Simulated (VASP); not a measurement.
Set up this calculation in VASP 6.6.1, as the native input.

* Task: single point
* Functional: LDA
* Potentials or basis: VASP PAW LDA potentials, release 64 (Hf_pv, O)
* Cutoff: 600 eV
* k mesh: 6 × 6 × 6
* Occupations: gaussian, width 0.1 eV
* Spin: no spin polarisation
* Dipole correction: no
* Further INCAR settings: ALGO = Normal; EDIFF = 1e-06; NBANDS = 18

The structure of HfO2 lies in POSCAR:

```
HfO2
1.0
    0.0000000000      2.5575000000      2.5575000000
    2.5575000000      0.0000000000      2.5575000000
    2.5575000000      2.5575000000      0.0000000000
Hf O
1 2
Direct
    0.0000000000      0.0000000000      0.0000000000
    0.2500000000      0.2500000000      0.2500000000
    0.7500000000      0.7500000000      0.7500000000
```

One way to write it, as run:

INCAR

```
PREC = Accurate
ENCUT = 600
EDIFF = 1E-6
ISMEAR = 0
SIGMA = 0.1
LREAL = F
LASPH = T
NELM = 120
ALGO = Normal
ISIF = 2
LWAVE = F
LCHARG = F
GGA = CA
NBANDS = 18
GGA_COMPAT = F
```

KPOINTS

```
Automatic mesh
0
Gamma
  6 6 6
```

Potentials or basis: VASP PAW LDA potentials, release 64 (Hf_pv, O).

Run with:

```sh
$ cat potpaw_LDA.64/Hf_pv/POTCAR potpaw_LDA.64/O/POTCAR > POTCAR
$ mpirun -np 1 vasp_std > vasp.out
```

Results of the run:

The pressure is -19.6 GPa and the band gap on the k mesh is 3.53 eV.

Caveat: the cell stands under tension; spin-orbit coupling is left out, which moves the levels of the heavy elements.

Wall time 12 s on 1 thread of Intel(R) Xeon(R) Platinum 8375C CPU @ 2.90GHz (Ice Lake), on a shared host, peak memory 0.15 GiB.
